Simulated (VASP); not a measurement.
Wanted: the native input for a VASP 6.6.1 run.

* Task: single point
* Functional: PBE
* Potentials or basis: VASP PAW PBE potentials, release 64 (Mg, O)
* Cutoff: 520 eV
* k mesh: 9 × 9 × 6
* Occupations: gaussian, width 0.05 eV
* Spin: no spin polarisation
* Dipole correction: no
* Further INCAR settings: ALGO = Normal; EDIFF = 1e-06; NBANDS = 16

The structure of MgO lies in POSCAR:

```
MgO
1.0
    3.6345326766      0.0000000000      0.0000000000
   -1.8172663383      3.1475976288      0.0000000000
    0.0000000000      0.0000000000      4.1702627932
Mg O
2 2
Direct
    0.6666666667      0.3333333333      0.7500000000
    0.3333333333      0.6666666667      0.2500000000
    0.6666666667      0.3333333333      0.2500000000
    0.3333333333      0.6666666667      0.7500000000
```

One way to write it, as run:

INCAR

```
SYSTEM = MgO
PREC = Accurate ; ENCUT = 520
EDIFF = 1E-6 ; ISMEAR = 0
SIGMA = 0.05 ; LREAL = .False.
LASPH = .True. ; NELM = 80
ALGO = Normal ; ISIF = 2
LWAVE = .False. ; LCHARG = .False.
GGA = PE ; NBANDS = 16
```

KPOINTS

```
Automatic mesh
0
Gamma
  9 9 6
  0 0 0
```

Potentials or basis: VASP PAW PBE potentials, release 64 (Mg, O).

Run with:

```bash
$ cat potpaw_PBE.64/Mg/POTCAR potpaw_PBE.64/O/POTCAR > POTCAR
$ mpirun -np 1 vasp_std > vasp.out
```

Results of the run:

- Pressure: -5.2 GPa
- Band gap on the k mesh: 3.11 eV

Caveat: the cell stands under tension.

It took 50 s on 1 thread of Intel Xeon 8259CL, on a shared host, peak memory 0.18 GiB.
